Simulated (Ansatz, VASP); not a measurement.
## Two plane-wave programs on BeTe

Contents of INCAR:

```
  PREC = Accurate
  ENCUT = 600
  EDIFF = 1E-6
  ISMEAR = 0
  SIGMA = 0.02
  LREAL = False
  LASPH = True
  NELM = 120
  ALGO = Normal
  ISIF = 2
  LWAVE = False
  LCHARG = False
  GGA = PS
  NBANDS = 11
  GGA_COMPAT = False
```

KPOINTS

```
Automatic mesh
0
Gamma
  8 8 8
```

POSCAR

```
BeTe
1.0
    0.0000000000      2.8029552548      2.8029552548
    2.8029552548      0.0000000000      2.8029552548
    2.8029552548      2.8029552548      0.0000000000
Be Te
1 1
Direct
    0.0000000000      0.0000000000      0.0000000000
    0.7500000000      0.7500000000      0.7500000000
```

Input for Ansatz:

```yaml
crystal:
  lattice:
    - [0.0, 2.8029552547, 2.8029552547]
    - [2.8029552547, 0.0, 2.8029552547]
    - [2.8029552547, 2.8029552547, 0.0]
  atoms:
    - { symbol: Be, position: [0.0, 0.0, 0.0] }
    - { symbol: Te, position: [0.75, 0.75, 0.75] }
basis:
  ecutwfc: 420
  xc_grid: 4
kpoints:
  mp_grid: { grid: [8, 8, 8] }
hamiltonian:
  xc: pbesol
scf:
  occupations: { method: gaussian, width: 0.02 }
output:
  forces: true
  eigenvalues: true
  stress: true
```

Alike in both runs: task single point; functional PBEsol; k mesh 8 × 8 × 8; occupations gaussian, width 0.02 eV; no spin polarisation.

|  | VASP | Ansatz |
| --- | --- | --- |
| version | VASP 6.6.1 | Ansatz 0.2.0 |
| potentials or method | VASP PAW PBE potentials, release 64 (Be, Te), cutoff 600 eV | scalar-relativistic, plane waves, PAW |
| valence electrons in the cell | 8 | 18 |

```tsv
	VASP	Ansatz	Ansatz less VASP
gap on the k mesh at the Fermi level (eV)	1.82	1.84	+0.018
pressure (GPa)	0.2	0.0	-0.26
```

VASP's potentials were made for PBE, not for PBEsol. VASP's potentials hold 8 valence electrons a cell and Ansatz's 18, so a difference there can come from the potentials and not from the codes.

Neither program's run includes spin-orbit coupling.
